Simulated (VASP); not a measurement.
# SiC (P1) in VASP: a series of runs

Runs on SiC. Level: PBE. Tasks: single point.

Program: VASP 6.6.1. These are calculated values, not measurements. Logs are shortened: lines on timing, memory, paths and dates and some standing lists are left out, and cuts for length are marked.

## Step 1: The cell of the first run

The typed cell holds 8 atoms: a = 3.094 Å, b = 3.094 Å, c = 10.148 Å, α = 88.25°, β = 86.50°, γ = 60.00°.

## Step 2: Single point, PBE (the part above a cut slid along it)

The input, INCAR:

```
SYSTEM = SiC
PREC = Accurate ; ENCUT = 520
EDIFF = 1E-7 ; ISMEAR = 0
SIGMA = 0.05 ; LREAL = .False.
LASPH = .True. ; NELM = 100
ALGO = Normal ; ISIF = 2
LWAVE = .False. ; LCHARG = .False.
GGA = PE ; NBANDS = 26
```

The input, KPOINTS:

```
Automatic mesh
0
Gamma
  10 10 3
  0 0 0
```

The input, POSCAR:

```
SiC
1.0
   -3.0941201809      0.0000000000      0.0000000000
   -1.5470600905     -2.6795866790      0.0000000000
   -0.6188240362      0.0000000000     10.1293391998
Si C
4 4
Direct
    0.5478578291      0.6666666667      0.5940441877
    0.3145244958      0.3333333333      0.0940441877
    0.9311800887      1.0000000000      0.3440995566
    0.8311800887      1.0000000000      0.8440995566
    0.5854651775      0.6666666667      0.4060074460
    0.1521318441      0.3333333333      0.9060074460
   -0.0313295619      0.0000000000      0.1566478097
   -0.1313295619      0.0000000000      0.6566478097
```

Potentials or basis: VASP PAW PBE potentials, release 64 (Si, C).

Started as:

```
$ cat potpaw_PBE.64/Si/POTCAR potpaw_PBE.64/C/POTCAR > POTCAR
$ mpirun -np 1 vasp_std > vasp.out
```

OUTCAR:

```text
SYSTEM = SiC
   PREC = Accurate
   ENCUT = 520
   EDIFF = 1E-7
   ISMEAR = 0
   LREAL = .False.
   LASPH = .True.
   NELM = 100
   ISIF = 2
   GGA = PE

 ion  position               nearest neighbor table
   1  0.548  0.667  0.594-   8 1.90   8 1.90   8 1.90   5 1.90   3 3.10   3 3.10   3 3.10   4 3.10
                             4 3.10   4 3.10
   2  0.315  0.333  0.094-   7 1.90   7 1.90   7 1.90   6 2.00   4 2.84   3 3.10   3 3.10   3 3.10

   3  0.931  0.000  0.344-   5 1.89   5 1.89   5 1.89   7 1.90   1 3.10   1 3.10   1 3.10   2 3.10
                             2 3.10   2 3.10
   4  0.831  0.000  0.844-   6 1.89   6 1.89   6 1.89   8 1.90   2 2.84   1 3.10   1 3.10   1 3.10

   5  0.585  0.667  0.406-   3 1.89   3 1.89   3 1.89   1 1.90
   6  0.152  0.333  0.906-   4 1.89   4 1.89   4 1.89   2 2.00
   7  0.969  0.000  0.157-   2 1.90   2 1.90   2 1.90   3 1.90
   8  0.869  0.000  0.657-   1 1.90   1 1.90   1 1.90   4 1.90

  LATTYP: Found a base centered monoclinic cell.
 ALAT       =     3.0941201809
 B/A-ratio  =     1.7320508076
 C/A-ratio  =     3.2798416595
 COS(beta)  =    -0.0609785535

  Lattice vectors:

 A1 = (   1.5470600904,  -2.6795866790,   0.0000000000)
 A2 = (   1.5470600905,   2.6795866790,   0.0000000000)
 A3 = (  -0.6188240362,   0.0000000000,  10.1293391998)

Analysis of symmetry for initial positions (statically):
=====================================================================
 Subroutine PRICEL returns:
 Original cell was already a primitive cell.

 Routine SETGRP: Setting up the symmetry group for a
 base centered monoclinic supercell.

 Subroutine GETGRP returns: Found  1 space group operations
 (whereof  1 operations were pure point group operations)
 out of a pool of  4 trial point group operations.

The static configuration has the point symmetry C_1 .

Analysis of symmetry for dynamics (positions and initial velocities):
=====================================================================
 Subroutine PRICEL returns:
 Original cell was already a primitive cell.

 Routine SETGRP: Setting up the symmetry group for a
 base centered monoclinic supercell.

 Subroutine GETGRP returns: Found  1 space group operations
 (whereof  1 operations were pure point group operations)
 out of a pool of  4 trial point group operations.

The dynamic configuration has the point symmetry C_1 .

 Subroutine INISYM returns: Found  1 space group operations
 (whereof  1 operations are pure point group operations),
 and found     1 'primitive' translations

----------------------------------------------------------------------------------------

                                     Primitive cell

  volume of cell :      83.9820

  direct lattice vectors                    reciprocal lattice vectors
    -3.094120181  0.000000000  0.000000000    -0.323193652  0.186595942 -0.019744625
    -1.547060091 -2.679586679  0.000000000     0.000000000 -0.373191884  0.000000000
    -0.618824036  0.000000000 10.129339200     0.000000000  0.000000000  0.098723123

  length of vectors
     3.094120181  3.094120181 10.148224269     0.373713837  0.373191884  0.098723123

  position of ions in fractional coordinates (direct lattice)
     0.547857829  0.666666667  0.594044188
     0.314524496  0.333333333  0.094044188
     0.931180089  0.000000000  0.344099557
     0.831180089  0.000000000  0.844099557
     0.585465177  0.666666667  0.406007446
     0.152131844  0.333333333  0.906007446
     0.968670438  0.000000000  0.156647810
     0.868670438  0.000000000  0.656647810

  ion indices of the primitive-cell ions
   primitive index   ion index
                 1           1
                 2           2
                 3           3
                 4           4
                 5           5
                 6           6
                 7           7
                 8           8

----------------------------------------------------------------------------------------

 KPOINTS: Automatic mesh

Automatic generation of k-mesh.
 Grid dimensions read from file:
 generate k-points for:   10   10    3

 Generating k-lattice:

  Cartesian coordinates                     Fractional coordinates (reciprocal lattice)
    -0.032319365  0.018659594 -0.001974462     0.100000000  0.000000000 -0.000000000
     0.000000000 -0.037319188  0.000000000     0.000000000  0.100000000  0.000000000
     0.000000000  0.000000000  0.032907708     0.000000000  0.000000000  0.333333333

  Length of vectors
     0.037371384  0.037319188  0.032907708

  Shift w.r.t. Gamma in fractional coordinates (k-lattice)
     0.000000000  0.000000000  0.000000000

 Subroutine IBZKPT returns following result:
 ===========================================

 Found    152 irreducible k-points:

 Following reciprocal coordinates:
            Coordinates               Weight
  0.000000  0.000000  0.000000      1.000000
  0.100000  0.000000  0.000000      2.000000
 -0.100000 -0.100000  0.000000      2.000000
  0.200000  0.000000  0.000000      2.000000
 -0.200000 -0.200000  0.000000      2.000000
  0.300000  0.000000  0.000000      2.000000
[... 16 lines left out ...]
  0.300000  0.400000  0.000000      2.000000
 -0.200000  0.100000  0.000000      2.000000
 [... further k-points ...]
   k-points           NKPTS =    152   k-points in BZ     NKDIM =    152   number of bands    NBANDS=     26
   number of dos      NEDOS =    301   number of ions     NIONS =      8
   total plane-waves  NPLWV =  46080
   dimension x,y,z NGX =    24 NGY =   24 NGZ =   80
   dimension x,y,z NGXF=    48 NGYF=   48 NGZF=  160
   ions per type =               4   4
   NGX,Y,Z   is equivalent  to a cutoff of  12.90, 12.90, 13.11 a.u.
   NGXF,Y,Z  is equivalent  to a cutoff of  25.79, 25.79, 26.21 a.u.
 SYSTEM =  SiC
   PREC   = accura    normal or accurate (medium, high low for compatibility)
   ISTART =      0    job   : 0-new  1-cont  2-samecut
   ICHARG =      2    charge: 1-file 2-atom 10-const
   ISPIN  =      1    spin polarized calculation?
   LNONCOLLINEAR =      F non collinear calculations
   LSORBIT =      F    spin-orbit coupling
   LASPH  =      T    aspherical Exc in radial PAW
   ENCUT  =  520.0 eV  38.22 Ry    6.18 a.u.   5.75  5.75 18.87*2*pi/ulx,y,z
   NELM   =    100;   NELMIN=  2; NELMDL= -5     # of ELM steps
   EDIFF  = 0.1E-06   stopping-criterion for ELM
   LREAL  =      F    real-space projection
   EDIFFG = 0.1E-05   stopping-criterion for IOM
   NSW    =      0    number of steps for IOM
   IBRION =     -1    ionic relax: 0-MD 1-quasi-New 2-CG
   NFREE  =      0    steps in history (QN), initial steepest desc. (CG)
   ISIF   =      2    stress and relaxation
   ISYM   =      2    0-nonsym 1-usesym 2-fastsym
   POTIM  = 0.5000    time-step for ionic-motion
   TEBEG  =    0.0;   TEEND  =   0.0 temperature during run
   PSTRESS=    0.0 pullay stress
   NELECT =      32.0000    total number of electrons
   NUPDOWN=      -1.0000    fix difference up-down
   EMIN   =  10.00;   EMAX   =-10.00  energy-range for DOS
   EFERMI =   0.00;   METHOD = LEGACY
   ISMEAR =     0;   SIGMA  =   0.05  broadening in eV -4-tet -1-fermi 0-gaus
   EFERMI_NEDOS =   21; number of points for ismear=-14 and -15
   IALGO  =     38    algorithm
   IMIX   =      4    mixing-type and parameters
     AMIX     =   0.40;   BMIX     =  1.00
     AMIX_MAG =   1.60;   BMIX_MAG =  1.00
  volume/ion in A,a.u.               =      10.50        70.84
  Fermi-wavevector in a.u.,A,eV,Ry     =   1.186851  2.242823 19.165368  1.408615
  Thomas-Fermi vector in A             =   2.323015
   LORBIT       =      0    0 simple, 1 ext, 2 COOP (PROOUT), +10 PAW based schemes
   GGA     = PE    functional components
   LHFCALC =     F    Hartree Fock is set to
   AEXX    =    0.0000 exact exchange contribution
   IVDW    =     0    specifies the selected vdW correction
   LEPSILON=     F    determine dielectric tensor
   LRPA    =     F    only Hartree local field effects (RPA)
 non-spin polarized calculation
 Gauss-broadening in eV      SIGMA  =   0.05
  energy-cutoff  :      520.00
  volume of cell :       83.98
 maximum number of plane-waves:      2279
   NGX = 11   NGY = 11   NGZ = 37

 number of electron      32.0000001 magnetization

 Free energy of the ion-electron system (eV)
  ---------------------------------------------------
  ext. energy  EPLUGINS =         0.00000000
  ---------------------------------------------------
  free energy    TOTEN  =       -59.69622593 eV

  energy without entropy =      -59.69622593  energy(sigma->0) =      -59.69622593

 E-fermi :   8.5642     XC(G=0): -11.3063

 val. band max:        8.3576813562   @ k =   0.0000   0.0000   0.0000
 cond. band min:       9.6620061388   @ k =   0.5000   0.0000  -0.0000
 fundamental gap:      1.3043247826
 Fermi energy:         8.5641577883

 k-point     1 :       0.0000    0.0000    0.0000
  band No.  band energies     occupation
      1      -7.3434      2.00000
      2      -6.1907      2.00000
      3      -6.1303      2.00000
      4      -3.8351      2.00000
      5      -0.4669      2.00000
      6       3.6437      2.00000
[... 18 lines left out ...]
     25      15.5386      0.00000
     26      15.6115      0.00000

 k-point     2 :       0.1000    0.0000    0.0000
  band No.  band energies     occupation
      1      -7.1709      2.00000
      2      -6.0471      2.00000
      3      -5.9395      2.00000
      4      -3.6907      2.00000
      5      -0.3073      2.00000
      6       3.6641      2.00000
[... 18 lines left out ...]
     25      15.5002      0.00000
     26      15.5699      0.00000

 k-point     3 :      -0.1000   -0.1000    0.0000
  band No.  band energies     occupation
      1      -7.1709      2.00000
      2      -6.0475      2.00000
      3      -5.9396      2.00000
      4      -3.6928      2.00000
      5      -0.3059      2.00000
      6       3.6608      2.00000
[... 18 lines left out ...]
     25      15.6342      0.00000
     26      15.7959      0.00000

 k-point     4 :       0.2000    0.0000    0.0000
  band No.  band energies     occupation
      1      -6.6598      2.00000
      2      -5.5925      2.00000
      3      -5.4083      2.00000
      4      -3.2750      2.00000
      5       0.1449      2.00000
      6       3.4256      2.00000
[... 18 lines left out ...]
     25      16.1193      0.00000
     26      16.5453      0.00000

 k-point     5 :      -0.2000   -0.2000    0.0000
  band No.  band energies     occupation
      1      -6.6596      2.00000
      2      -5.5943      2.00000
      3      -5.4087      2.00000
      4      -3.2865      2.00000
      5       0.1536      2.00000
      6       3.4979      2.00000
[... 18 lines left out ...]
     25      16.0885      0.00000
     26      16.3017      0.00000

 k-point     6 :       0.3000    0.0000    0.0000
  band No.  band energies     occupation
      1      -5.8357      2.00000
      2      -4.8453      2.00000
      3      -4.5904      2.00000
      4      -2.6716      2.00000
      5       0.6704      2.00000
      6       1.8489      2.00000
[... 427 lines left out ...]
 k-point    21 :       0.4000    0.5000    0.0000
  band No.  band energies     occupation
      1      -4.1110      2.00000
      2      -3.4363      2.00000
      3      -3.2156      2.00000
      4      -2.4334      2.00000
      5      -0.1429      2.00000
      6       0.2516      2.00000
[... 18 lines left out ...]
     25      16.3742      0.00000
     26      17.2165      0.00000

 k-point    22 :      -0.3000    0.1000    0.0000
  band No.  band energies     occupation
      1      -5.2114      2.00000
      2      -4.2642      2.00000
      3      -4.0219      2.00000
      4      -2.3122      2.00000
      5       0.6062      2.00000
      6       1.2134      2.00000
[... 18 lines left out ...]
     25      16.6900      0.00000
     26      17.0812      0.00000

 k-point    23 :       0.3000    0.4000    0.0000
  band No.  band energies     occupation
      1      -5.2047      2.00000
      2      -4.2725      2.00000
      3      -4.0221      2.00000
      4      -2.4046      2.00000
      5       0.8234      2.00000
      6       1.1719      2.00000
[... 18 lines left out ...]
     25      16.5314      0.00000
     26      16.8840      0.00000

 k-point    24 :      -0.2000    0.1000    0.0000
  band No.  band energies     occupation
      1      -6.1621      2.00000
      2      -5.1150      2.00000
      3      -4.9343      2.00000
      4      -2.8887      2.00000
      5       0.5282      2.00000
      6       2.7259      2.00000
[... 18 lines left out ...]
     25      16.1364      0.00000
     26      16.4755      0.00000

 [... further k-points ...]

------------------------ aborting loop because EDIFF is reached ----------------------------------------

  FORCE on cell =-STRESS in cart. coord.  units (eV):
  Direction    XX          YY          ZZ          XY          YZ          ZX
  --------------------------------------------------------------------------------------
  -------------------------------------------------------------------------------------
  Total       -1.3547879      0.1051129      0.1785757      0.6442232      0.4463347      4.2763603
  in kB      -25.8461453      2.0053058      3.4068007     12.2902541      8.5150093     81.5828302
  external PRESSURE =      -6.8113463 kB  Pullay stress =       0.0000000 kB

 VOLUME and BASIS-vectors are now :
 -----------------------------------------------------------------------------
  energy-cutoff  :      520.00
  volume of cell :       83.98
      direct lattice vectors                 reciprocal lattice vectors
    -3.094120181  0.000000000  0.000000000    -0.323193652  0.186595942 -0.019744625
    -1.547060091 -2.679586679  0.000000000     0.000000000 -0.373191884  0.000000000
    -0.618824036  0.000000000 10.129339200     0.000000000  0.000000000  0.098723123

 POSITION                                       TOTAL-FORCE (eV/Angst)
 -----------------------------------------------------------------------------------
     -3.09412     -1.78639      6.01728         0.046640      0.004845      0.051491
     -1.54706     -0.89320      0.95261         1.529021     -0.133901     -0.352572
     -3.09412      0.00000      3.48550         0.129533      0.051595      0.104382
     -3.09412      0.00000      8.55017        -0.137986      0.151860     -0.117628
     -3.09412     -1.78639      4.11259         0.005336     -0.000825     -0.042194
     -1.54706     -0.89320      9.17726        -1.441771     -0.249891      0.337421
     -3.09412      0.00000      1.58674         0.011613      0.195953      0.102587
     -3.09412      0.00000      6.65141        -0.142386     -0.019638     -0.083486
 -----------------------------------------------------------------------------------
    total drift:                               -0.000094      0.000004     -0.000330

  FREE ENERGIE OF THE ION-ELECTRON SYSTEM (eV)
  ---------------------------------------------------
  free  energy   TOTEN  =       -59.6962259274 eV

  energy  without entropy=      -59.6962259274  energy(sigma->0) =      -59.69622593
```

Wall time 7.7 min (1 thread of Intel Xeon 8259CL, shared host); peak memory 0.37 GiB.

Results:

- Free energy: -59.6962 eV
- Pressure: -0.7 GPa
- Largest force: 1.575 eV/Å
- Band gap on the k mesh: 1.30 eV (least direct gap 2.50 eV)

Forces in eV/Å, atoms in the order of the input:
```
Si   0.047  0.005  0.051
Si   1.529 -0.134 -0.353
Si   0.130  0.052  0.104
Si  -0.138  0.152 -0.118
C    0.005 -0.001 -0.042
C   -1.442 -0.250  0.337
C    0.012  0.196  0.103
C   -0.142 -0.020 -0.083
```

Levels at points of the mesh, in eV from the valence-band top:
| k point | band 12 | band 13 | band 14 | band 15 | band 16 | band 17 | band 18 | band 19 | band 20 | band 21 |
| --- | --- | --- | --- | --- | --- | --- | --- | --- | --- | --- |
| (0.00, 0.00, 0.00) | -0.94 | -0.88 | -0.52 | -0.36 | 0.00 | 4.69 | 5.00 | 5.38 | 5.81 | 6.28 |
| (0.50, 0.00, 0.00) | -2.76 | -2.70 | -2.63 | -1.69 | -1.19 | 1.30 | 2.13 | 3.98 | 4.02 | 4.88 |
| (0.50, 0.50, 0.00) | -2.78 | -2.68 | -2.60 | -1.68 | -1.40 | 1.79 | 2.18 | 3.66 | 3.77 | 4.74 |
| (0.00, 0.50, 0.00) | -2.92 | -2.58 | -2.50 | -1.90 | -1.32 | 1.83 | 2.10 | 3.61 | 4.28 | 4.82 |

Caveat: the cell differs from its parent crystal (the part above a cut slid along it); forces of over 1 eV/Å act on the atoms, so gaps and moduli don't describe the material at rest. A k mesh can miss the band edges.

## Step 3: Single point, PBE (the part above a cut slid along it)

The input, INCAR:

```
PREC     = Accurate       # precision mode
ENCUT    = 520            # plane-wave cutoff, eV
EDIFF    = 1E-6           # SCF threshold, eV
ISMEAR   = 0              # smearing method
SIGMA    = 0.05           # smearing width, eV
LREAL    = False          # projectors in reciprocal space
LASPH    = True           # aspherical terms in the spheres
NELM     = 100            # most SCF steps
ALGO     = Normal         # electronic algorithm
ISIF     = 2              # what is computed and relaxed
LWAVE    = False          # write WAVECAR
LCHARG   = True           # write CHGCAR
GGA      = PE             # functional
LELF     = True           # ELF
LVHAR    = True         
NBANDS   = 26             # bands
```

The input, KPOINTS:

```
Automatic mesh
0
Gamma
  10 10 3
```

The input, POSCAR:

```
SiC
1.0
   -3.0941201809      0.0000000000      0.0000000000
   -1.5470600905     -2.6795866790      0.0000000000
   -1.2376480724      0.0000000000     10.1293391998
Si C
4 4
Direct
    0.4290489916      0.6666666667      0.5940441877
    0.2957156583      0.3333333333      0.0940441877
    0.8623601774      1.0000000000      0.3440995566
    0.6623601774      1.0000000000      0.8440995566
    0.5042636883      0.6666666667      0.4060074460
   -0.0290696451      0.3333333333      0.9060074460
   -0.0626591239      0.0000000000      0.1566478097
   -0.2626591239      0.0000000000      0.6566478097
```

Potentials or basis: VASP PAW PBE potentials, release 64 (Si, C).

Started as:

```
$ cat potpaw_PBE.64/Si/POTCAR potpaw_PBE.64/C/POTCAR > POTCAR
$ mpirun -np 1 vasp_std > vasp.out
```

Wall time 7.6 min (1 thread of Intel Xeon 8259CL, shared host); peak memory 0.37 GiB.

It converged, with:

| Item | Value |
| --- | --- |
| Free energy | -58.4743 eV |
| Pressure | -1.4 GPa |
| Largest force | 1.721 eV/Å |
| Band gap on the k mesh | 0.49 eV (least direct gap 1.13 eV) |

Forces in eV/Å, atoms in the order of the input:
```
Si   0.051  0.014  0.103
Si   1.396 -0.298 -0.396
Si   0.121  0.219  0.273
Si  -0.025  0.412 -0.160
C   -0.001 -0.010 -0.070
C   -1.474 -0.889  0.024
C    0.083  0.636  0.429
C   -0.152 -0.083 -0.204
```

Stress tensor (GPa, compression positive):
```
-8.13  1.39  7.92
 1.39  0.24  3.86
 7.92  3.86  3.69
```

Levels at points of the mesh, in eV from the valence-band top:
```
           k point  band 12  band 13  band 14  band 15  band 16  band 17  band 18  band 19  band 20  band 21
(0.00, 0.00, 0.00)    -0.93    -0.82    -0.63    -0.46    -0.02     4.08     4.71     5.39     5.66     6.33
(0.50, 0.00, 0.00)    -3.04    -2.96    -2.61    -1.83    -0.64     0.49     2.15     3.22     3.92     4.69
(0.50, 0.50, 0.00)    -3.03    -2.96    -2.64    -1.79    -0.84     0.96     2.40     2.87     3.50     4.40
(0.00, 0.50, 0.00)    -3.39    -2.66    -2.21    -1.98    -1.39     1.19     2.19     2.73     4.62     4.69
```

Caveat: the cell differs from its parent crystal (the part above a cut slid along it); the stress differs along the axes, from -8 to 4 GPa; semilocal functionals underestimate gaps, and a narrow one can read as zero; forces of over 1 eV/Å act on the atoms, so gaps and moduli don't describe the material at rest. A k mesh can miss the band edges.
